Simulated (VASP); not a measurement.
The system is P.

```
P
1.0
     1.75957    1.01589    3.19106
    -1.75957    1.01589    3.19106
     0.00000   -2.03178    3.19106
P
2
Direct
  0.77292 0.77292 0.77292
  0.22708 0.22708 0.22708
```

Base run:

```yaml
Program: VASP 6.6.1
Functional: PBEsol
Potentials_or_basis: VASP PAW PBE potentials, release 64 (P)
Cutoff: 520 eV
k_mesh: 9 × 9 × 9
Occupations: fermi-dirac, width 0.05 eV
Spin: no spin polarisation
```

Its results: band gap on the k mesh zero (band 5 reaches 8.54 eV, above the bottom of band 6 at 7.95 eV); pressure -6.3 GPa; largest force 0.138 eV/Å.

After a change of settings the same cell gave: band gap on the k mesh zero (band 5 reaches 8.79 eV, above the bottom of band 6 at 8.20 eV); pressure -4.8 GPa; largest force 0.439 eV/Å. Which change was it?
A. functional from PBEsol to LDA; potentials or basis from VASP PAW PBE potentials, release 64 (P) to VASP PAW LDA potentials, release 64 (P)
B. functional from PBEsol to r2SCAN
C. functional from PBEsol to PBE

B.

Caveats: the PAW data sets were made with another functional, which shifts forces and pressure a little.
